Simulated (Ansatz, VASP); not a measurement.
One calculation of W, two programs

```xyz
1
Lattice="-1.5677 1.5677 1.5677 1.5677 -1.5677 1.5677 1.5677 1.5677 -1.5677" Properties=species:S:1:pos:R:3 pbc="T T T"
W     0.0000    0.0000    0.0000
```

Alike in both runs: functional LDA; k mesh 16 × 16 × 16; occupations fermi-dirac, width 0.15 eV; no spin polarisation.

Ansatz relaxed the structure, and its values are those at the end. VASP's run is a single point on that final structure, the one shown.

```csv
,VASP,Ansatz
version,VASP 6.6.1,Ansatz 0.2.0
potentials or method,"VASP PAW LDA potentials, release 64 (W_sv), cutoff 520 eV","scalar-relativistic, plane waves, PAW"
valence electrons in the cell,14,14
```

|  | VASP | Ansatz | Ansatz less VASP |
| --- | --- | --- | --- |
| gap on the k mesh at the Fermi level (eV) | none | none | - |
| pressure (GPa) | 1.9 | 0.0 | -1.88 |

Ansatz warns that its potentials were made for another functional, while VASP's fit it. LDA's correlation is that of Perdew and Zunger in VASP and of Perdew and Wang (1992) in Ansatz. A gap of «none» marks a metal or a gap that the smearing closes.

Neither program's run includes spin-orbit coupling.
